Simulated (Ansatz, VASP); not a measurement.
# Mg3H: VASP beside Ansatz

INCAR

```
SYSTEM = Mg3H
  PREC = Accurate
  ENCUT = 600
  EDIFF = 1E-6
  ISMEAR = 0
  SIGMA = 0.1
  LREAL = .False.
  LASPH = .True.
  NELM = 60
  ALGO = Normal
  ISIF = 3
  LWAVE = .False.
  LCHARG = .False.
  GGA = PE
  IBRION = 2
  NSW = 100
  EDIFFG = -0.01
```

Contents of KPOINTS:

```
regular mesh
0
Gamma
  6 6 8
  0 0 0
```

File POSCAR:

```
Mg3H
1.0
    5.8965056638      0.0000000000      0.0000000000
   -2.9482528319      5.1065236984      0.0000000000
    0.0000000000      0.0000000000      5.2545872692
Mg H
6 2
Direct
    0.8310188846      0.6620377692      0.2500000000
    0.1689811154      0.8310188846      0.7500000000
    0.3379622308      0.1689811154      0.2500000000
    0.1689811154      0.3379622308      0.7500000000
    0.8310188846      0.1689811154      0.2500000000
    0.6620377692      0.8310188846      0.7500000000
    0.3333333333      0.6666666667      0.2500000000
    0.6666666667      0.3333333333      0.7500000000
```

Input for Ansatz:

```yaml
crystal:
  lattice:
    - [5.8965056638, 0.0, 0.0]
    - [-2.9482528319, 5.1065236984, 0.0]
    - [0.0, 0.0, 5.2545872692]
  atoms:
    - { symbol: Mg, position: [0.8310188846, 0.6620377692, 0.25] }
    - { symbol: Mg, position: [0.1689811154, 0.8310188846, 0.75] }
    - { symbol: Mg, position: [0.3379622308, 0.1689811154, 0.25] }
    - { symbol: Mg, position: [0.1689811154, 0.3379622308, 0.75] }
    - { symbol: Mg, position: [0.8310188846, 0.1689811154, 0.25] }
    - { symbol: Mg, position: [0.6620377692, 0.8310188846, 0.75] }
    - { symbol: H, position: [0.3333333333, 0.6666666667, 0.25] }
    - { symbol: H, position: [0.6666666667, 0.3333333333, 0.75] }
basis:
  ecutwfc: 420
kpoints:
  mp_grid: { grid: [6, 6, 8] }
hamiltonian:
  xc: pbe
scf:
  occupations: { method: gaussian, width: 0.1 }
output:
  forces: true
  stress: true
  eigenvalues: true
relax:
  adjacent_minimum: "off"
  f_tol: 0.01
  max_steps: 80
  cell: { stress_tol: 0.05 }
```

Alike in both runs: task relaxation of cell and atoms; functional PBE; k mesh 6 × 6 × 8; occupations gaussian, width 0.1 eV; no spin polarisation.

```csv
,VASP,Ansatz
version,VASP 6.6.1,Ansatz 0.2.0
potentials or method,"VASP PAW PBE potentials, release 64 (Mg, H), cutoff 600 eV","scalar-relativistic, plane waves, PAW"
valence electrons in the cell,14,62
```

Ansatz gave:

| Item | Value |
| --- | --- |
| gap on the k mesh at the Fermi level, each at its own relaxed structure (eV) | none |
| relaxed volume (Å³/atom) | 19.93 |
| relaxed cell length with the largest relative difference (Å) | 5.262 |

Task: Estimate VASP's values.

Result: gap on the k mesh at the Fermi level, each at its own relaxed structure (eV): none; relaxed volume (Å³/atom): 19.89; relaxed cell length with the largest relative difference (Å): 5.258.

A gap of «none» marks a metal or a gap that the smearing closes. VASP's potentials hold 14 valence electrons a cell and Ansatz's 62, so a difference there can come from the potentials and not from the codes.
